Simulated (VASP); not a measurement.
Ga:

```
Ga
1.0
     2.77842    0.00000    0.00000
     0.00000    3.28161    0.00000
    -1.34343    0.00000    3.99027
Ga
2
Direct
  0.13460 0.75000 0.77017
  0.86540 0.25000 0.22983
```

* Program: VASP 6.6.1
* Task: relaxation of cell and atoms
* Functional: BLYP
* Potentials or basis: VASP PAW PBE potentials, release 64 (Ga_d)
* Cutoff: 600 eV
* k mesh: 10 × 8 × 7
* Occupations: fermi-dirac, width 0.05 eV
* Spin: no spin polarisation

At the start: pressure 8.6 GPa; volume 18.19 Å³/atom.

**Question.** How do energy, volume and symmetry change on relaxing?

**Answer.** Over 8 steps the energy falls by 80.7 meV/atom and the volume is 21.68 Å³/atom (+19.2 %); space group Cmcm (No. 63, to 0.1 Å) before and after.

The path:
| step | energy change (eV) | largest force (eV/Å) | pressure (GPa) | volume (Å³) |
| --- | --- | --- | --- | --- |
| 1 | 0.0000 | 0.1207 | 8.63 | 36.38 |
| 2 | -0.1522 | 0.0370 | 1.54 | 41.79 |
| 3 | -0.1588 | 0.0268 | -0.05 | 43.31 |
| 4 | -0.1604 | 0.0127 | 0.04 | 43.31 |
| 5 | -0.1612 | 0.0106 | 0.04 | 43.31 |
| 6 | -0.1613 | 0.0154 | 0.05 | 43.30 |
| 7 | -0.1613 | 0.0134 | 0.05 | 43.30 |
| 8 | -0.1614 | 0.0069 | 0.02 | 43.36 |

Final structure:
```
Ga
1.0
     2.98427    0.00000   -0.03344
     0.00000    3.43507    0.00000
    -1.49101    0.00000    4.24692
Ga
2
Direct
  0.13239 0.75000 0.76777
  0.86761 0.25000 0.23223
```

Caveat: the volume moved by over 15 % at a fixed basis, so the end points are rough; the PAW data sets were made with another functional, which shifts forces and pressure a little.
